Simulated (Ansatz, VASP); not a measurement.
Two plane-wave programs on Se

Contents of INCAR:

```
SYSTEM = Se
ALGO = Normal
EDIFF = 1E-6
ENCUT = 500
GGA = CA
GGA_COMPAT = .False.
ISIF = 2
ISMEAR = 0
LASPH = .True.
LCHARG = .True.
LELF = .True.
LREAL = .False.
LVHAR = .True.
LWAVE = .False.
NBANDS = 9
NELM = 120
PREC = Accurate
SIGMA = 0.1
```

File KPOINTS:

```
k-points
0
Gamma
  6 6 6
  0 0 0
```

The input POSCAR:

```
Se
1.0
    2.8105630200      0.0000000000      0.0000000000
    0.0000000000      2.8105630200      0.0000000000
    0.0000000000      0.0000000000      2.8105630200
Se
1
Direct
    0.0000000000      0.0000000000      0.0000000000
```

Input for Ansatz:

```yaml
crystal:
  lattice:
    - [2.81056302, 0.0, 0.0]
    - [0.0, 2.81056302, 0.0]
    - [0.0, 0.0, 2.81056302]
  atoms:
    - { symbol: Se, position: [0.0, 0.0, 0.0] }
basis:
  ecutwfc: 420
kpoints:
  mp_grid: { grid: [6, 6, 6] }
hamiltonian:
  xc: lda
scf:
  occupations: { method: gaussian, width: 0.1 }
output:
  forces: true
  stress: true
  eigenvalues: true
```

Alike in both runs: task single point; functional LDA; k mesh 6 × 6 × 6; occupations gaussian, width 0.1 eV; no spin polarisation.

|  | VASP | Ansatz |
| --- | --- | --- |
| version | VASP 6.6.1 | Ansatz 0.2.0 |
| potentials or method | VASP PAW LDA potentials, release 64 (Se), cutoff 500 eV | scalar-relativistic, plane waves, PAW |
| valence electrons in the cell | 6 | 16 |

```csv
,VASP,Ansatz,Ansatz less VASP
gap on the k mesh at the Fermi level (eV),none,none,-
pressure (GPa),-3.8,-3.9,-0.10
```

LDA's correlation is that of Perdew and Zunger in VASP and of Perdew and Wang (1992) in Ansatz. A gap of «none» marks a metal or a gap that the smearing closes. VASP's potentials hold 6 valence electrons a cell and Ansatz's 16, so a difference there can come from the potentials and not from the codes.

The k mesh is coarse, so the values compare programs but aren't converged.
